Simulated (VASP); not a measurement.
A run of VASP 6.6.1 is set up as follows.

File INCAR:

```
SYSTEM = BaTiO3
  PREC = Accurate
  ENCUT = 600
  EDIFF = 1E-6
  ISMEAR = 0
  SIGMA = 0.01
  LREAL = .FALSE.
  LASPH = .TRUE.
  NELM = 120
  ALGO = Normal
  ISIF = 2
  LWAVE = .FALSE.
  LCHARG = .FALSE.
  GGA = PE
  NBANDS = 28
  GGA_COMPAT = .FALSE.
```

Contents of KPOINTS:

```
regular mesh
0
G
  6 6 6
  0 0 0
```

The input POSCAR:

```
BaTiO3
1.0
    3.9273894682      0.0000000000      0.0000000000
    0.0000000000      3.9273894682      0.0000000000
    0.0000000000      0.0000000000      3.9452599838
Ba Ti O
1 1 3
Direct
    0.0000000000      0.0000000000      0.0000000000
    0.5000000000      0.5000000000      0.4900000000
    0.5000000000      0.5000000000      0.0190000000
    0.5000000000      0.0000000000      0.5170000000
    0.0000000000      0.5000000000      0.5170000000
```

Potentials or basis: VASP PAW PBE potentials, release 64 (Ba_sv, Ti_sv, O).

Command:

```bash
$ cat potpaw_PBE.64/Ba_sv/POTCAR potpaw_PBE.64/Ti_sv/POTCAR potpaw_PBE.64/O/POTCAR > POTCAR
$ mpirun -np 1 vasp_std > vasp.out
```

(1) What does it give for the largest force?

(2) Estimate the band gap on the k mesh.

Answers

(1) 0.151 eV/Å.

(2) 1.88 eV (least direct gap 2.13 eV).

Caveat: spin-orbit coupling is left out, which moves the levels of the heavy elements.
